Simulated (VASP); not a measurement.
The system is Li2BrF.

```xyz
4
Lattice="1.7354 1.0019 5.4685 -1.7354 1.0019 5.4685 0.0000 -2.0038 5.4685" Properties=species:S:1:pos:R:3 pbc="T T T"
F     1.7354    1.0019    5.4685
Br    0.0000    0.0000    8.2027
Li    0.0000    0.0000    4.3806
Li    0.0000    0.0000   12.0248
```

Base run:

* Program: VASP 6.6.1
* Functional: PBE
* Potentials or basis: VASP PAW PBE potentials, release 64 (F, Br, Li_sv)
* Cutoff: 520 eV
* k mesh: 8 × 8 × 8
* Occupations: gaussian, width 0.01 eV
* Spin: no spin polarisation

Its results: band gap on the k mesh 3.45 eV, direct; largest force 0.006 eV/Å.

Task: The run is repeated on the same cell with these changes: functional from PBE to r2SCAN; further incar settings from ALGO = Normal; EDIFF = 1e-06; NBANDS = 18 to ALGO = Normal; EDIFF = 1e-07; NBANDS = 18. What comes out?

Result: Band gap on the k mesh 4.16 eV, direct; largest force 0.014 eV/Å.

Caveats: the PAW data sets were made with another functional, which shifts forces and pressure a little (some runs).

A k mesh can miss the band edges.
